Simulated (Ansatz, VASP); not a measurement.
## Two plane-wave programs on BaTiO3

Contents of INCAR:

```
SYSTEM = BaTiO3
  PREC = Accurate
  ENCUT = 520
  EDIFF = 1E-6
  ISMEAR = -1
  SIGMA = 0.02
  LREAL = .False.
  LASPH = .True.
  NELM = 60
  ALGO = Normal
  ISIF = 2
  LWAVE = .False.
  LCHARG = .False.
  GGA = PE
  NBANDS = 28
```

The input KPOINTS:

```
regular mesh
0
Gamma
  6 6 6
  0 0 0
```

Contents of POSCAR:

```
BaTiO3
1.0
    4.1309223057      0.0000000000      0.0000000000
    0.0000000000      4.1309223057      0.0000000000
    0.0000000000      0.0000000000      3.9368454512
Ba Ti O
1 1 3
Direct
    0.5000000000      0.5000000000      0.5779064434
    0.0000000000      0.0000000000      0.0900310560
    0.0000000000      0.5000000000      0.0669809355
    0.5000000000      0.0000000000      0.0669809355
    0.0000000000      0.0000000000      0.5580976195
```

Input for Ansatz:

```yaml
crystal:
  lattice:
    - [4.1309223057, 0.0, 0.0]
    - [0.0, 4.1309223057, 0.0]
    - [0.0, 0.0, 3.9368454512]
  atoms:
    - { symbol: Ba, position: [0.5, 0.5, 0.5779064434] }
    - { symbol: Ti, position: [0.0, 0.0, 0.090031056] }
    - { symbol: O, position: [0.0, 0.5, 0.0669809355] }
    - { symbol: O, position: [0.5, 0.0, 0.0669809355] }
    - { symbol: O, position: [0.0, 0.0, 0.5580976195] }
kpoints:
  mp_grid: { grid: [6, 6, 6] }
  band_path:
    path:
      - [0.0, 0.0, 0.0]
      - [0.0, 0.5, 0.0]
      - [0.5, 0.5, 0.0]
      - [0.0, 0.0, 0.5]
      - [0.0, 0.5, 0.5]
      - [0.5, 0.5, 0.5]
    npoints: 1
hamiltonian:
  xc: pbe
scf:
  occupations: { method: fermi_dirac, width: 0.02 }
  n_extra_bands: 5
output:
  forces: true
  stress: true
  eigenvalues: true
  write_density: true
  write_potential: true
  elf: true
  volumetric_format: npy
```

Change from the starting cell: epitaxial_xy strain +4.0%.

Alike in both runs: task single point; functional PBE; k mesh 6 × 6 × 6; occupations fermi-dirac, width 0.02 eV; no spin polarisation.

```csv
,VASP,Ansatz
version,VASP 6.6.1,Ansatz 0.2.0
potentials or method,"VASP PAW PBE potentials, release 64 (Ba_sv, Ti_sv, O)","plane waves, PAW"
plane-wave cutoff (eV),520,420
valence electrons in the cell,40,40
```

Ansatz gave:

```
gap on the k mesh at the Fermi level (eV)                     : 1.72
pressure (GPa)                                                : -3.6
traceless stress, the component that is largest in VASP (GPa) : 6.74
rms of the force components (eV/Å)                            : 0.027
```

Task: What did VASP give for the same quantities?

Result: gap on the k mesh at the Fermi level (eV): 1.67; pressure (GPa): -2.1; traceless stress, the component that is largest in VASP (GPa): 6.99; rms of the force components (eV/Å): 0.048.

Atom by atom the forces differ by 0.023 eV/Å (rms over components).

Spin-orbit coupling is off throughout.
